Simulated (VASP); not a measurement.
# WS2 (P1) in VASP: single point with PBEsol

Aim: the single point of WS2 with PBEsol.

Everything below comes from runs of VASP 6.6.1. Logs are shortened: lines on timing, memory, paths and dates and some standing lists are left out, and cuts for length are marked.

### 1 The cell of the first run

The typed cell holds 6 atoms: a = 3.180 Å, b = 3.180 Å, c = 12.500 Å, α = 90.00°, β = 90.00°, γ = 120.00°.

### 2 Single point, PBEsol (atom 3 (S) moved +0.150 Å towards its neighbour atom 3 (S) at 3.180 Å)

Contents of INCAR:

```
PREC = Accurate ; ENCUT = 520
EDIFF = 1E-6 ; ISMEAR = 0
SIGMA = 0.05 ; LREAL = False
LASPH = True ; NELM = 80
ALGO = Normal ; ISIF = 2
LWAVE = False ; LCHARG = False
GGA = PS ; NBANDS = 35
```

Contents of KPOINTS:

```
Automatic mesh
0
Gamma
  12 12 4
```

Contents of POSCAR:

```
WS2
1.0
    3.1799996605      0.0000000000      0.0000000000
   -1.5899998303      2.7539604900      0.0000000000
    0.0000000000      0.0000000000     12.5000000000
W S
2 4
Direct
    0.3333333333      0.6666666667      0.2500000000
    0.6666666667      0.3333333333      0.7500000000
    0.2861635170      0.6194968503      0.6200000000
    0.6666666667      0.3333333333      0.1200000000
    0.3333333333      0.6666666667      0.8800000000
    0.6666666667      0.3333333333      0.3800000000
```

Potentials or basis: VASP PAW PBE potentials, release 64 (W_sv, S).

The run is started by

```
$ cat potpaw_PBE.64/W_sv/POTCAR potpaw_PBE.64/S/POTCAR > POTCAR
$ mpirun -np 1 vasp_std > vasp.out
```

OUTCAR:

```text
PREC = Accurate
   ENCUT = 520
   EDIFF = 1E-6
   ISMEAR = 0
   LREAL = False
   LASPH = True
   NELM = 80
   ISIF = 2
   GGA = PS

 ion  position               nearest neighbor table
   1  0.333  0.667  0.250-   4 2.45   6 2.45   4 2.45   6 2.45   4 2.45   6 2.45
   2  0.667  0.333  0.750-   3 2.36   5 2.45   5 2.45   5 2.45   3 2.46   3 2.55
   3  0.286  0.619  0.620-   2 2.36   2 2.46   2 2.55
   4  0.667  0.333  0.120-   1 2.45   1 2.45   1 2.45
   5  0.333  0.667  0.880-   2 2.45   2 2.45   2 2.45
   6  0.667  0.333  0.380-   1 2.45   1 2.45   1 2.45

  LATTYP: Found a hexagonal cell.
 ALAT       =     3.1799996605
 C/A-ratio  =     3.9308180297

  Lattice vectors:

 A1 = (   3.1799996605,   0.0000000000,   0.0000000000)
 A2 = (  -1.5899998303,   2.7539604900,   0.0000000000)
 A3 = (   0.0000000000,   0.0000000000,  12.5000000000)

Analysis of symmetry for initial positions (statically):
=====================================================================
 Subroutine PRICEL returns:
 Original cell was already a primitive cell.

 Routine SETGRP: Setting up the symmetry group for a
 hexagonal supercell.

 Subroutine GETGRP returns: Found  1 space group operations
 (whereof  1 operations were pure point group operations)
 out of a pool of 24 trial point group operations.

The static configuration has the point symmetry C_1 .

Analysis of symmetry for dynamics (positions and initial velocities):
=====================================================================
 Subroutine PRICEL returns:
 Original cell was already a primitive cell.

 Routine SETGRP: Setting up the symmetry group for a
 hexagonal supercell.

 Subroutine GETGRP returns: Found  1 space group operations
 (whereof  1 operations were pure point group operations)
 out of a pool of 24 trial point group operations.

The dynamic configuration has the point symmetry C_1 .

 Subroutine INISYM returns: Found  1 space group operations
 (whereof  1 operations are pure point group operations),
 and found     1 'primitive' translations

----------------------------------------------------------------------------------------

                                     Primitive cell

  volume of cell :     109.4699

  direct lattice vectors                    reciprocal lattice vectors
     3.179999661  0.000000000  0.000000000     0.314465442  0.181556708  0.000000000
    -1.589999830  2.753960490  0.000000000     0.000000000  0.363113416  0.000000000
     0.000000000  0.000000000 12.500000000     0.000000000  0.000000000  0.080000000

  length of vectors
     3.179999661  3.179999661 12.500000000     0.363113416  0.363113416  0.080000000

  position of ions in fractional coordinates (direct lattice)
     0.333333333  0.666666667  0.250000000
     0.666666667  0.333333333  0.750000000
     0.286163517  0.619496850  0.620000000
     0.666666667  0.333333333  0.120000000
     0.333333333  0.666666667  0.880000000
     0.666666667  0.333333333  0.380000000

  ion indices of the primitive-cell ions
   primitive index   ion index
                 1           1
                 2           2
                 3           3
                 4           4
                 5           5
                 6           6

----------------------------------------------------------------------------------------

 KPOINTS: Automatic mesh

Automatic generation of k-mesh.
 Grid dimensions read from file:
 generate k-points for:   12   12    4

 Generating k-lattice:

  Cartesian coordinates                     Fractional coordinates (reciprocal lattice)
     0.026205454  0.015129726  0.000000000     0.083333333  0.000000000  0.000000000
     0.000000000  0.030259451  0.000000000     0.000000000  0.083333333  0.000000000
     0.000000000  0.000000000  0.020000000     0.000000000  0.000000000  0.250000000

  Length of vectors
     0.030259451  0.030259451  0.020000000

  Shift w.r.t. Gamma in fractional coordinates (k-lattice)
     0.000000000  0.000000000  0.000000000

 Subroutine IBZKPT returns following result:
 ===========================================

 Found    292 irreducible k-points:

 Following reciprocal coordinates:
            Coordinates               Weight
  0.000000  0.000000  0.000000      1.000000
  0.083333 -0.000000  0.000000      2.000000
  0.000000  0.083333  0.000000      2.000000
 -0.083333  0.083333  0.000000      2.000000
  0.166667 -0.000000  0.000000      2.000000
  0.000000  0.166667  0.000000      2.000000
[... 16 lines left out ...]
  0.166667  0.083333  0.000000      2.000000
 -0.083333  0.250000  0.000000      2.000000
 [... further k-points ...]
   k-points           NKPTS =    292   k-points in BZ     NKDIM =    292   number of bands    NBANDS=     35
   number of dos      NEDOS =    301   number of ions     NIONS =      6
   total plane-waves  NPLWV =  55296
   dimension x,y,z NGX =    24 NGY =   24 NGZ =   96
   dimension x,y,z NGXF=    48 NGYF=   48 NGZF=  192
   ions per type =               2   4
   NGX,Y,Z   is equivalent  to a cutoff of  12.55, 12.55, 12.77 a.u.
   NGXF,Y,Z  is equivalent  to a cutoff of  25.09, 25.09, 25.54 a.u.
 SYSTEM =  unknown system
   PREC   = accura    normal or accurate (medium, high low for compatibility)
   ISTART =      0    job   : 0-new  1-cont  2-samecut
   ICHARG =      2    charge: 1-file 2-atom 10-const
   ISPIN  =      1    spin polarized calculation?
   LNONCOLLINEAR =      F non collinear calculations
   LSORBIT =      F    spin-orbit coupling
   LASPH  =      T    aspherical Exc in radial PAW
   ENCUT  =  520.0 eV  38.22 Ry    6.18 a.u.   5.91  5.91 23.24*2*pi/ulx,y,z
   NELM   =     80;   NELMIN=  2; NELMDL= -5     # of ELM steps
   EDIFF  = 0.1E-05   stopping-criterion for ELM
   LREAL  =      F    real-space projection
   EDIFFG = 0.1E-04   stopping-criterion for IOM
   NSW    =      0    number of steps for IOM
   IBRION =     -1    ionic relax: 0-MD 1-quasi-New 2-CG
   NFREE  =      0    steps in history (QN), initial steepest desc. (CG)
   ISIF   =      2    stress and relaxation
   ISYM   =      2    0-nonsym 1-usesym 2-fastsym
   POTIM  = 0.5000    time-step for ionic-motion
   TEBEG  =    0.0;   TEEND  =   0.0 temperature during run
   PSTRESS=    0.0 pullay stress
   NELECT =      52.0000    total number of electrons
   NUPDOWN=      -1.0000    fix difference up-down
   EMIN   =  10.00;   EMAX   =-10.00  energy-range for DOS
   EFERMI =   0.00;   METHOD = LEGACY
   ISMEAR =     0;   SIGMA  =   0.05  broadening in eV -4-tet -1-fermi 0-gaus
   EFERMI_NEDOS =   21; number of points for ismear=-14 and -15
   IALGO  =     38    algorithm
   IMIX   =      4    mixing-type and parameters
     AMIX     =   0.40;   BMIX     =  1.00
     AMIX_MAG =   1.60;   BMIX_MAG =  1.00
  volume/ion in A,a.u.               =      18.24       123.12
  Fermi-wavevector in a.u.,A,eV,Ry     =   1.277353  2.413848 22.199692  1.631631
  Thomas-Fermi vector in A             =   2.409958
   LORBIT       =      0    0 simple, 1 ext, 2 COOP (PROOUT), +10 PAW based schemes
   GGA     = PS    functional components
   LHFCALC =     F    Hartree Fock is set to
   AEXX    =    0.0000 exact exchange contribution
   IVDW    =     0    specifies the selected vdW correction
   LEPSILON=     F    determine dielectric tensor
   LRPA    =     F    only Hartree local field effects (RPA)
 non-spin polarized calculation
 Gauss-broadening in eV      SIGMA  =   0.05
  energy-cutoff  :      520.00
  volume of cell :      109.47
 maximum number of plane-waves:      2976
   NGX = 11   NGY = 11   NGZ = 47

 number of electron      52.0000006 magnetization

 Free energy of the ion-electron system (eV)
  ---------------------------------------------------
  ext. energy  EPLUGINS =         0.00000000
  ---------------------------------------------------
  free energy    TOTEN  =       -50.25090187 eV

  energy without entropy =      -50.25090187  energy(sigma->0) =      -50.25090187

 E-fermi :   7.2153     XC(G=0): -11.0256

 val. band max:        6.8646722083   @ k =   0.0000   0.0000   0.0000
 cond. band min:       7.7989870955   @ k =  -0.1667   0.3333   0.0000
 fundamental gap:      0.9343148872
 Fermi energy:         7.2152766508

 k-point     1 :       0.0000    0.0000    0.0000
  band No.  band energies     occupation
      1     -67.6174      2.00000
      2     -67.6125      2.00000
      3     -31.8401      2.00000
      4     -31.8380      2.00000
      5     -31.6685      2.00000
      6     -31.6665      2.00000
[... 27 lines left out ...]
     34       9.6473      0.00000
     35      11.6339      0.00000

 k-point     2 :       0.0833   -0.0000    0.0000
  band No.  band energies     occupation
      1     -67.6163      2.00000
      2     -67.6114      2.00000
      3     -31.8361      2.00000
      4     -31.8341      2.00000
      5     -31.6907      2.00000
      6     -31.6888      2.00000
[... 27 lines left out ...]
     34       9.5855      0.00000
     35      12.1400      0.00000

 k-point     3 :       0.0000    0.0833    0.0000
  band No.  band energies     occupation
      1     -67.6163      2.00000
      2     -67.6114      2.00000
      3     -31.8363      2.00000
      4     -31.8341      2.00000
      5     -31.6886      2.00000
      6     -31.6828      2.00000
[... 27 lines left out ...]
     34       9.7969      0.00000
     35      12.1599      0.00000

 k-point     4 :      -0.0833    0.0833    0.0000
  band No.  band energies     occupation
      1     -67.6163      2.00000
      2     -67.6114      2.00000
      3     -31.8362      2.00000
      4     -31.8341      2.00000
      5     -31.6887      2.00000
      6     -31.6874      2.00000
[... 27 lines left out ...]
     34       9.7100      0.00000
     35      12.1524      0.00000

 k-point     5 :       0.1667   -0.0000    0.0000
  band No.  band energies     occupation
      1     -67.6132      2.00000
      2     -67.6083      2.00000
      3     -31.8253      2.00000
      4     -31.8233      2.00000
      5     -31.7517      2.00000
      6     -31.7493      2.00000
[... 638 lines left out ...]
 k-point    22 :      -0.1667    0.0833    0.0000
  band No.  band energies     occupation
      1     -67.6142      2.00000
      2     -67.6093      2.00000
      3     -31.8287      2.00000
      4     -31.8267      2.00000
      5     -31.7315      2.00000
      6     -31.7291      2.00000
[... 27 lines left out ...]
     34       9.8657      0.00000
     35      12.8910      0.00000

 k-point    23 :       0.1667    0.0833    0.0000
  band No.  band energies     occupation
      1     -67.6106      2.00000
      2     -67.6057      2.00000
      3     -31.8164      2.00000
      4     -31.8141      2.00000
      5     -31.7973      2.00000
      6     -31.7971      2.00000
[... 27 lines left out ...]
     34      10.4842      0.00000
     35      13.5991      0.00000

 k-point    24 :      -0.0833    0.2500    0.0000
  band No.  band energies     occupation
      1     -67.6106      2.00000
      2     -67.6057      2.00000
      3     -31.8177      2.00000
      4     -31.8141      2.00000
      5     -31.7971      2.00000
      6     -31.7875      2.00000
[... 27 lines left out ...]
     34      10.5344      0.00000
     35      13.5969      0.00000

 [... further k-points ...]
[... 5 lines left out ...]
  --------------------------------------------------------------------------------------
  -------------------------------------------------------------------------------------
  Total       -4.4044447     -4.9732469     -7.4731813      0.1632793     -1.5905525     -1.1836290
  in kB      -64.4624711    -72.7873339   -109.3758162      2.3897193    -23.2789716    -17.3233297
  external PRESSURE =     -82.2085404 kB  Pullay stress =       0.0000000 kB

 VOLUME and BASIS-vectors are now :
 -----------------------------------------------------------------------------
  energy-cutoff  :      520.00
  volume of cell :      109.47
      direct lattice vectors                 reciprocal lattice vectors
     3.179999661  0.000000000  0.000000000     0.314465442  0.181556708  0.000000000
    -1.589999830  2.753960490  0.000000000     0.000000000  0.363113416  0.000000000
     0.000000000  0.000000000 12.500000000     0.000000000  0.000000000  0.080000000

 POSITION                                       TOTAL-FORCE (eV/Angst)
 -----------------------------------------------------------------------------------
     -0.00000      1.83597      3.12500        -0.004014     -0.005754      0.000696
      1.59000      0.91799      9.37500        -0.746330     -1.115565      0.225258
     -0.07500      1.70607      7.75000         0.754304      1.072690      1.047562
      1.59000      0.91799      1.50000         0.001610      0.002316      1.284644
     -0.00000      1.83597     11.00000        -0.001146      0.052993     -1.272592
      1.59000      0.91799      4.75000        -0.004424     -0.006681     -1.285566
 -----------------------------------------------------------------------------------
    total drift:                                0.000027      0.000052     -0.000005

  FREE ENERGIE OF THE ION-ELECTRON SYSTEM (eV)
  ---------------------------------------------------
  free  energy   TOTEN  =       -50.2509018749 eV

  energy  without entropy=      -50.2509018749  energy(sigma->0) =      -50.25090187
```

It took 5.8 min on 1 thread of Intel Xeon 6975P-C (Granite Rapids), shared host; peak memory 0.87 GiB.

What came out:

```yaml
Free_energy: -50.2509 eV
Pressure: -8.2 GPa
Largest_force: 1.678 eV/Å
Band_gap_on_the_k_mesh: 0.93 eV (least direct gap 1.84 eV)
```

Forces on the atoms (eV/Å):
```
W   -0.004 -0.006  0.001
W   -0.746 -1.116  0.225
S    0.754  1.073  1.048
S    0.002  0.002  1.285
S   -0.001  0.053 -1.273
S   -0.004 -0.007 -1.286
```

Stress tensor (GPa, compression positive):
```
 -6.45   0.24  -1.73
  0.24  -7.28  -2.33
 -1.73  -2.33 -10.94
```

Levels at points of the mesh, in eV from the valence-band top:
| k point | band 22 | band 23 | band 24 | band 25 | band 26 | band 27 | band 28 | band 29 | band 30 | band 31 |
| --- | --- | --- | --- | --- | --- | --- | --- | --- | --- | --- |
| (0.00, 0.00, 0.00) | -1.82 | -1.52 | -1.36 | -1.14 | 0.00 | 1.95 | 2.18 | 2.39 | 2.40 | 2.40 |
| (0.50, 0.00, 0.00) | -2.62 | -1.71 | -1.58 | -1.43 | -1.30 | 2.40 | 2.46 | 2.60 | 2.95 | 3.10 |
| (0.00, 0.50, 0.00) | -2.62 | -1.70 | -1.50 | -1.44 | -1.20 | 2.45 | 2.49 | 2.53 | 2.93 | 2.96 |
| (0.50, 0.50, 0.00) | -2.63 | -1.79 | -1.55 | -1.44 | -1.13 | 2.42 | 2.46 | 2.57 | 2.93 | 2.98 |
| (0.00, 0.00, 0.50) | -1.82 | -1.82 | -1.49 | -0.30 | -0.27 | 1.94 | 2.20 | 2.40 | 2.41 | 2.42 |
| (0.50, 0.00, 0.50) | -2.75 | -1.65 | -1.55 | -1.41 | -1.36 | 2.40 | 2.45 | 2.78 | 2.81 | 3.39 |
| (0.00, 0.50, 0.50) | -2.62 | -1.63 | -1.55 | -1.43 | -1.22 | 2.45 | 2.48 | 2.74 | 2.79 | 3.15 |
| (0.50, 0.50, 0.50) | -2.76 | -1.76 | -1.55 | -1.42 | -1.16 | 2.43 | 2.45 | 2.77 | 2.79 | 3.19 |

Caveat: the cell differs from its parent crystal (atom 3 (S) moved +0.150 Å towards its neighbour atom 3 (S) at 3.180 Å); the cell stands under tension; the PAW data sets were made with another functional, which shifts forces and pressure a little; spin-orbit coupling is left out, which moves the levels of the heavy elements. A k mesh can miss the band edges.
